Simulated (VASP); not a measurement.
# SiNi (Pmmn) in VASP: a series of runs

SiNi is run at these levels: r2SCAN, LDA; tasks: single point.

Program: VASP 6.6.1. These are calculated values, not measurements. Logs are shortened: lines on timing, memory, paths and dates and some standing lists are left out, and cuts for length are marked.

### 1 The cell of the first run

Symmetry: Pmmn, No. 59, orthorhombic system. Conventional cell: a = 2.943 Å, b = 3.280 Å, c = 4.677 Å, α = 90.00°, β = 90.00°, γ = 90.00°. Within 3.1 Å of Ni (site symmetry mm2) lie 6 Si at 2.34 to 2.37 Å and 6 Ni at 2.65 to 2.94 Å. Within 3.1 Å of Si (site symmetry mm2) lie 6 Ni at 2.34 to 2.37 Å and 6 Si at 2.65 to 2.94 Å.

### 2 Single point, r2SCAN, collinear spin, ferromagnetic start

POSCAR

```
SiNi
1.0
    2.9427706600      0.0000000000      0.0000000000
    0.0000000000      3.2803255400      0.0000000000
    0.0000000000      0.0000000000      4.6774467600
Ni Si
2 2
Direct
    0.5000000000      0.5000000000      0.3424955900
    0.0000000000      0.0000000000      0.6575044100
    0.5000000000      0.5000000000      0.8431431600
    0.0000000000      0.0000000000      0.1568568400
```

INCAR.step1

```
PREC = Accurate ; ENCUT = 520
ISMEAR = -1 ; SIGMA = 0.05
LREAL = False ; LASPH = True
NELM = 150 ; ISPIN = 2
MAGMOM = 1 1 0 0 ; LMAXMIX = 4
NBANDS = 26 ; GGA = PE
ALGO = Normal ; EDIFF = 1E-4
LWAVE = True ; LCHARG = False
```

INCAR.step2

```
PREC = Accurate ; ENCUT = 520
EDIFF = 1E-7 ; ISMEAR = -1
SIGMA = 0.05 ; LREAL = False
LASPH = True ; NELM = 150
ALGO = Normal ; ISIF = 2
LWAVE = False ; LCHARG = False
ISPIN = 2 ; MAGMOM = 1 1 0 0
LORBIT = 11 ; LMAXMIX = 4
METAGGA = R2SCAN ; LMIXTAU = True
NBANDS = 26 ; ISTART = 1
```

KPOINTS

```
regular mesh
0
Gamma
  9 8 6
```

Potentials or basis: VASP PAW PBE potentials, release 64 (Ni, Si).

Command:

```sh
$ cat potpaw_PBE.64/Ni/POTCAR potpaw_PBE.64/Si/POTCAR > POTCAR
$ cp INCAR.step1 INCAR
$ mpirun -np 1 vasp_std > vasp.out
$ cp INCAR.step2 INCAR
$ mpirun -np 1 vasp_std > vasp.out
```

OUTCAR:

```text
PREC = Accurate
   ENCUT = 520
   EDIFF = 1E-7
   ISMEAR = -1
   LREAL = False
   LASPH = True
   NELM = 150
   ISIF = 2
   ISPIN = 2
   LORBIT = 11
   METAGGA = R2SCAN
   ISTART = 1

 ion  position               nearest neighbor table
   1  0.500  0.500  0.342-   3 2.34   3 2.34   4 2.37   4 2.37   4 2.37   4 2.37   2 2.65   2 2.65
                             2 2.65   2 2.65
   2  0.000  0.000  0.658-   4 2.34   4 2.34   3 2.37   3 2.37   3 2.37   3 2.37   1 2.65   1 2.65
                             1 2.65   1 2.65
   3  0.500  0.500  0.843-   1 2.34   1 2.34   2 2.37   2 2.37   2 2.37   2 2.37   4 2.65   4 2.65
                             4 2.65   4 2.65
   4  0.000  0.000  0.157-   2 2.34   2 2.34   1 2.37   1 2.37   1 2.37   1 2.37   3 2.65   3 2.65
                             3 2.65   3 2.65

  LATTYP: Found a simple orthorhombic cell.
 ALAT       =     2.9427706600
 B/A-ratio  =     1.1147064855
 C/A-ratio  =     1.5894703667

  Lattice vectors:

 A1 = (   2.9427706600,   0.0000000000,   0.0000000000)
 A2 = (   0.0000000000,   3.2803255400,   0.0000000000)
 A3 = (   0.0000000000,   0.0000000000,   4.6774467600)

Analysis of symmetry for initial positions (statically):
=====================================================================
 Subroutine PRICEL returns:
 Original cell was already a primitive cell.

 Routine SETGRP: Setting up the symmetry group for a
 simple orthorhombic supercell.

 Subroutine GETGRP returns: Found  8 space group operations
 (whereof  4 operations were pure point group operations)
 out of a pool of  8 trial point group operations.

The static configuration has the point symmetry C_2v.
 The point group associated with its full space group is D_2h.

Analysis of symmetry for dynamics (positions and initial velocities):
=====================================================================
 Subroutine PRICEL returns:
 Original cell was already a primitive cell.

 Routine SETGRP: Setting up the symmetry group for a
 simple orthorhombic supercell.

 Subroutine GETGRP returns: Found  8 space group operations
 (whereof  4 operations were pure point group operations)
 out of a pool of  8 trial point group operations.

The dynamic configuration has the point symmetry C_2v.
 The point group associated with its full space group is D_2h.

Analysis of structural, dynamic, and magnetic symmetry:
=====================================================================
 Subroutine PRICEL returns:
 Original cell was already a primitive cell.

 Routine SETGRP: Setting up the symmetry group for a
 simple orthorhombic supercell.

 Subroutine GETGRP returns: Found  8 space group operations
 (whereof  4 operations were pure point group operations)
 out of a pool of  8 trial point group operations.

The overall configuration has the point symmetry C_2v.
 The point group associated with its full space group is D_2h.

 Subroutine INISYM returns: Found  8 space group operations
 (whereof  4 operations are pure point group operations),
 and found     1 'primitive' translations

----------------------------------------------------------------------------------------

                                     Primitive cell

  volume of cell :      45.1525

  direct lattice vectors                    reciprocal lattice vectors
     2.942770660  0.000000000  0.000000000     0.339815812  0.000000000  0.000000000
     0.000000000  3.280325540  0.000000000     0.000000000  0.304847793  0.000000000
     0.000000000  0.000000000  4.677446760     0.000000000  0.000000000  0.213791851

  length of vectors
     2.942770660  3.280325540  4.677446760     0.339815812  0.304847793  0.213791851

  position of ions in fractional coordinates (direct lattice)
     0.500000000  0.500000000  0.342495590
     0.000000000  0.000000000  0.657504410
     0.500000000  0.500000000  0.843143160
     0.000000000  0.000000000  0.156856840

  ion indices of the primitive-cell ions
   primitive index   ion index
                 1           1
                 2           2
                 3           3
                 4           4

----------------------------------------------------------------------------------------

 KPOINTS: regular mesh

Automatic generation of k-mesh.
 Grid dimensions read from file:
 generate k-points for:    9    8    6

 Generating k-lattice:

  Cartesian coordinates                     Fractional coordinates (reciprocal lattice)
     0.037757312  0.000000000  0.000000000     0.111111111  0.000000000  0.000000000
     0.000000000  0.038105974  0.000000000     0.000000000  0.125000000  0.000000000
     0.000000000  0.000000000  0.035631975     0.000000000  0.000000000  0.166666667

  Length of vectors
     0.037757312  0.038105974  0.035631975

  Shift w.r.t. Gamma in fractional coordinates (k-lattice)
     0.000000000  0.000000000  0.000000000

 Subroutine IBZKPT returns following result:
 ===========================================

 Found    100 irreducible k-points:

 Following reciprocal coordinates:
            Coordinates               Weight
  0.000000  0.000000  0.000000      1.000000
  0.111111  0.000000  0.000000      2.000000
  0.222222  0.000000  0.000000      2.000000
  0.333333  0.000000  0.000000      2.000000
  0.444444  0.000000  0.000000      2.000000
  0.000000  0.125000  0.000000      2.000000
[... 16 lines left out ...]
  0.222222  0.500000  0.000000      2.000000
  0.333333  0.500000  0.000000      2.000000
 [... further k-points ...]
   k-points           NKPTS =    100   k-points in BZ     NKDIM =    100   number of bands    NBANDS=     26
   number of dos      NEDOS =    301   number of ions     NIONS =      4
   total plane-waves  NPLWV =  20736
   dimension x,y,z NGX =    24 NGY =   24 NGZ =   36
   dimension x,y,z NGXF=    48 NGYF=   48 NGZF=   72
   ions per type =               2   2
   NGX,Y,Z   is equivalent  to a cutoff of  13.56, 12.16, 12.80 a.u.
   NGXF,Y,Z  is equivalent  to a cutoff of  27.12, 24.33, 25.59 a.u.
 SYSTEM =  unknown system
   PREC   = accura    normal or accurate (medium, high low for compatibility)
   ISTART =      1    job   : 0-new  1-cont  2-samecut
   ICHARG =      0    charge: 1-file 2-atom 10-const
   ISPIN  =      2    spin polarized calculation?
   LNONCOLLINEAR =      F non collinear calculations
   LSORBIT =      F    spin-orbit coupling
   LASPH  =      T    aspherical Exc in radial PAW
   ENCUT  =  520.0 eV  38.22 Ry    6.18 a.u.   5.47  6.10  8.70*2*pi/ulx,y,z
   NELM   =    150;   NELMIN=  2; NELMDL=  0     # of ELM steps
   EDIFF  = 0.1E-06   stopping-criterion for ELM
   LREAL  =      F    real-space projection
   EDIFFG = 0.1E-05   stopping-criterion for IOM
   NSW    =      0    number of steps for IOM
   IBRION =     -1    ionic relax: 0-MD 1-quasi-New 2-CG
   NFREE  =      0    steps in history (QN), initial steepest desc. (CG)
   ISIF   =      2    stress and relaxation
   ISYM   =      2    0-nonsym 1-usesym 2-fastsym
   POTIM  = 0.5000    time-step for ionic-motion
   TEBEG  =    0.0;   TEEND  =   0.0 temperature during run
   PSTRESS=    0.0 pullay stress
   NELECT =      28.0000    total number of electrons
   NUPDOWN=      -1.0000    fix difference up-down
   EMIN   =  10.00;   EMAX   =-10.00  energy-range for DOS
   EFERMI =   0.00;   METHOD = LEGACY
   ISMEAR =    -1;   SIGMA  =   0.05  broadening in eV -4-tet -1-fermi 0-gaus
   EFERMI_NEDOS =   21; number of points for ismear=-14 and -15
   IALGO  =     38    algorithm
   IMIX   =      4    mixing-type and parameters
     AMIX     =   0.40;   BMIX     =  1.00
     AMIX_MAG =   1.60;   BMIX_MAG =  1.00
  volume/ion in A,a.u.               =      11.29        76.18
  Fermi-wavevector in a.u.,A,eV,Ry     =   1.396047  2.638147 26.517045  1.948948
  Thomas-Fermi vector in A             =   2.519440
   LORBIT       =     11    0 simple, 1 ext, 2 COOP (PROOUT), +10 PAW based schemes
   METAGGA = R2SCAN    functional components
   LHFCALC =     F    Hartree Fock is set to
   AEXX    =    0.0000 exact exchange contribution
   IVDW    =     0    specifies the selected vdW correction
   LEPSILON=     F    determine dielectric tensor
   LRPA    =     F    only Hartree local field effects (RPA)
 spin polarized calculation
  energy-cutoff  :      520.00
  volume of cell :       45.15
 maximum number of plane-waves:      1232
 NGX is ok and might be reduce to    24
   NGX = 11   NGY = 13   NGZ = 17

 number of electron      28.0000012 magnetization       0.0000001

 number of electron      28.0000012 magnetization      -0.0000001

 Free energy of the ion-electron system (eV)
  ---------------------------------------------------
  ext. energy  EPLUGINS =         0.00000000
  ---------------------------------------------------
  free energy    TOTEN  =       -43.11213397 eV

  energy without entropy =      -43.10432313  energy(sigma->0) =      -43.10822855

 E-fermi :  11.6870     XC(G=0): -13.5802

 val. band max:       11.6297714861   @ k =   0.4444   0.3750   0.5000
 cond. band min:      11.6996659063   @ k =   0.4444   0.5000   0.3333
 fundamental gap:      0.0698944202
 Fermi energy:        11.6869610949

 spin component 1

 k-point     1 :       0.0000    0.0000    0.0000
  band No.  band energies     occupation
      1      -3.2292      1.00000
      2       2.9457      1.00000
      3       4.6642      1.00000
      4       7.1610      1.00000
      5       7.6859      1.00000
      6       8.5432      1.00000
[... 18 lines left out ...]
     25      25.8018      0.00000
     26      26.0210      0.00000

 k-point     2 :       0.1111    0.0000    0.0000
  band No.  band energies     occupation
      1      -3.0098      1.00000
      2       3.1143      1.00000
      3       4.8395      1.00000
      4       7.0915      1.00000
      5       7.7735      1.00000
      6       8.3973      1.00000
[... 18 lines left out ...]
     25      24.0572      0.00000
[... 608 lines left out ...]
     25      27.9049      0.00000
     26      27.9049      0.00000

 k-point    24 :       0.3333    0.5000    0.0000
  band No.  band energies     occupation
      1       1.8383      1.00000
      2       1.8383      1.00000
      3       5.8101      1.00000
      4       5.8101      1.00000
      5       7.4876      1.00000
      6       7.4876      1.00000
[... 18 lines left out ...]
     25      29.6718      0.00000
     26      29.6718      0.00000

 [... further k-points ...]

 spin component 2

 k-point     1 :       0.0000    0.0000    0.0000
  band No.  band energies     occupation
      1      -3.2292      1.00000
      2       2.9457      1.00000
      3       4.6642      1.00000
      4       7.1610      1.00000
      5       7.6859      1.00000
      6       8.5432      1.00000
[... 18 lines left out ...]
     25      25.8018      0.00000
     26      26.0210      0.00000

 k-point     2 :       0.1111    0.0000    0.0000
  band No.  band energies     occupation
      1      -3.0098      1.00000
      2       3.1143      1.00000
      3       4.8395      1.00000
      4       7.0915      1.00000
      5       7.7735      1.00000
      6       8.3973      1.00000
[... 18 lines left out ...]
     25      24.0572      0.00000
[... 608 lines left out ...]
     25      27.9049      0.00000
     26      27.9049      0.00000

 k-point    24 :       0.3333    0.5000    0.0000
  band No.  band energies     occupation
      1       1.8383      1.00000
      2       1.8383      1.00000
      3       5.8101      1.00000
      4       5.8101      1.00000
      5       7.4876      1.00000
      6       7.4876      1.00000
[... 18 lines left out ...]
     25      29.6718      0.00000
     26      29.6718      0.00000

 [... further k-points ...]

------------------------ aborting loop because EDIFF is reached ----------------------------------------

  FORCE on cell =-STRESS in cart. coord.  units (eV):
  Direction    XX          YY          ZZ          XY          YZ          ZX
  --------------------------------------------------------------------------------------
  -------------------------------------------------------------------------------------
  Total        0.2218051      0.3645463     -0.1243062      0.0000000      0.0000000      0.0000000
  in kB        7.8704547     12.9354355     -4.4108369      0.0000000      0.0000000      0.0000000
  external PRESSURE =       5.4650177 kB  Pullay stress =       0.0000000 kB

 VOLUME and BASIS-vectors are now :
 -----------------------------------------------------------------------------
  energy-cutoff  :      520.00
  volume of cell :       45.15
      direct lattice vectors                 reciprocal lattice vectors
     2.942770660  0.000000000  0.000000000     0.339815812  0.000000000  0.000000000
     0.000000000  3.280325540  0.000000000     0.000000000  0.304847793  0.000000000
     0.000000000  0.000000000  4.677446760     0.000000000  0.000000000  0.213791851

 POSITION                                       TOTAL-FORCE (eV/Angst)
 -----------------------------------------------------------------------------------
      1.47139      1.64016      1.60200         0.000000      0.000000      0.038138
      0.00000      0.00000      3.07544         0.000000      0.000000     -0.038138
      1.47139      1.64016      3.94376         0.000000      0.000000     -0.008864
      0.00000      0.00000      0.73369         0.000000      0.000000      0.008864
 -----------------------------------------------------------------------------------
    total drift:                                0.000000      0.000000     -0.000000

  FREE ENERGIE OF THE ION-ELECTRON SYSTEM (eV)
  ---------------------------------------------------
  free  energy   TOTEN  =       -43.1121339696 eV

  energy  without entropy=      -43.1043231299  energy(sigma->0) =      -43.10822855

 total charge

# of ion       s       p       d       tot
------------------------------------------
    1        0.497   0.652   8.491   9.640
    2        0.497   0.652   8.491   9.640
    3        0.735   0.883   0.000   1.618
    4        0.735   0.883   0.000   1.618
--------------------------------------------------
tot          2.465   3.070  16.982  22.517

 magnetization (x)

# of ion       s       p       d       tot
------------------------------------------
    1        0.000   0.000  -0.000  -0.000
    2        0.000   0.000  -0.000  -0.000
    3        0.000   0.000   0.000   0.000
    4        0.000   0.000   0.000   0.000
--------------------------------------------------
tot          0.000   0.000  -0.000  -0.000
```

Run time: 9.3 min. Hardware: 1 thread of Intel Xeon Platinum 8488C (Sapphire Rapids), shared host; peak memory 0.29 GiB.

Results:

* Free energy: -43.1121 eV
* Pressure: 0.5 GPa
* Largest force: 0.038 eV/Å
* Band gap on the k mesh: zero (filled and empty bands overlap)
* Net moment: 0.00 μB per cell
* Valence electrons inside the program's atomic spheres: Ni 9.64; Si 1.62

Forces in eV/Å, atoms in the order of the input:
```
Ni   0.000  0.000  0.038
Ni   0.000  0.000 -0.038
Si   0.000  0.000 -0.009
Si   0.000  0.000  0.009
```

Stress tensor (GPa, compression positive):
```
 0.79  0.00  0.00
 0.00  1.29  0.00
 0.00  0.00 -0.44
```

Caveat: the moments typed at the start vanished in this run; the PAW data sets were made with another functional, which shifts forces and pressure a little.

### 3 Single point, LDA, collinear spin, ferromagnetic start

This run uses another cell than the first one, of 10.61 Å³/atom.

INCAR

```
ALGO = Normal ; EDIFF = 1E-6
ENCUT = 590 ; GGA_COMPAT = False
ISIF = 2 ; ISMEAR = -1
ISPIN = 2 ; LASPH = True
LCHARG = True ; LELF = True
LMAXMIX = 4 ; LORBIT = 11
LREAL = False ; LVHAR = True
LWAVE = False ; MAGMOM = 1 1 0 0
NBANDS = 34 ; NELM = 200
PREC = Accurate ; SIGMA = 0.05
```

KPOINTS

```
k-points
0
Gamma
  9 8 6
```

POSCAR

```
SiNi
1.0
    2.8826972597      0.0000000000      0.0000000000
    0.0000000000      3.2133613310      0.0000000000
    0.0000000000      0.0000000000      4.5819618704
Ni Si
2 2
Direct
    0.5000000000      0.5000000000      0.3424955900
    0.0000000000      0.0000000000      0.6575044100
    0.5000000000      0.5000000000      0.8431431600
    0.0000000000      0.0000000000      0.1568568400
```

Potentials or basis: VASP PAW LDA potentials, release 64 (Ni_sv_GW, Si).

Command:

```sh
$ cat potpaw_LDA.64/Ni_sv_GW/POTCAR potpaw_LDA.64/Si/POTCAR > POTCAR
$ mpirun -np 1 vasp_std > vasp.out
```

Wall time 4.6 min (1 thread of AMD EPYC 9R45 (Zen 5), shared host); peak memory 0.34 GiB.

It converged, with:

- Free energy: -29.0038 eV
- Pressure: 6.8 GPa
- Largest force: 0.195 eV/Å
- Band gap on the k mesh: zero (filled and empty bands overlap)
- Net moment: 0.00 μB per cell
- Valence electrons inside the program's atomic spheres: Ni 16.60; Si 1.67

Forces on the atoms (eV/Å):
```
Ni   0.000  0.000  0.195
Ni   0.000  0.000 -0.195
Si   0.000  0.000 -0.103
Si   0.000  0.000  0.103
```

Stress tensor (GPa, compression positive):
```
6.05 0.00 0.00
0.00 6.99 0.00
0.00 0.00 7.49
```

Levels at points of the mesh, in eV from the Fermi level:
Spin up:
| k point | band 18 | band 19 | band 20 | band 21 | band 22 | band 23 | band 24 | band 25 | band 26 | band 27 |
| --- | --- | --- | --- | --- | --- | --- | --- | --- | --- | --- |
| (0.00, 0.00, 0.00) | -2.99 | -2.59 | -2.28 | -2.22 | -1.48 | 1.27 | 2.95 | 5.44 | 5.81 | 7.63 |
| (0.00, 0.50, 0.00) | -3.07 | -2.51 | -2.51 | -2.43 | -2.43 | 1.28 | 1.28 | 5.21 | 5.21 | 8.18 |
| (0.00, 0.00, 0.50) | -3.06 | -3.01 | -2.34 | 1.17 | 1.60 | 1.98 | 2.62 | 3.08 | 3.90 | 4.66 |
| (0.00, 0.50, 0.50) | -2.85 | -2.27 | -2.27 | -2.26 | -2.26 | 5.45 | 5.45 | 5.64 | 5.64 | 7.41 |
Spin down:
```
           k point  band 18  band 19  band 20  band 21  band 22  band 23  band 24  band 25  band 26  band 27
(0.00, 0.00, 0.00)    -2.99    -2.59    -2.28    -2.22    -1.48     1.27     2.95     5.44     5.81     7.63
(0.00, 0.50, 0.00)    -3.07    -2.51    -2.51    -2.43    -2.43     1.28     1.28     5.21     5.21     8.18
(0.00, 0.00, 0.50)    -3.06    -3.01    -2.34     1.17     1.60     1.98     2.62     3.08     3.90     4.66
(0.00, 0.50, 0.50)    -2.85    -2.27    -2.27    -2.26    -2.26     5.45     5.45     5.64     5.64     7.41
```

Caveat: the cell stands under pressure; the moments typed at the start vanished in this run.

The gap in the log of VASP goes by the Fermi energy; the results here count the filled bands.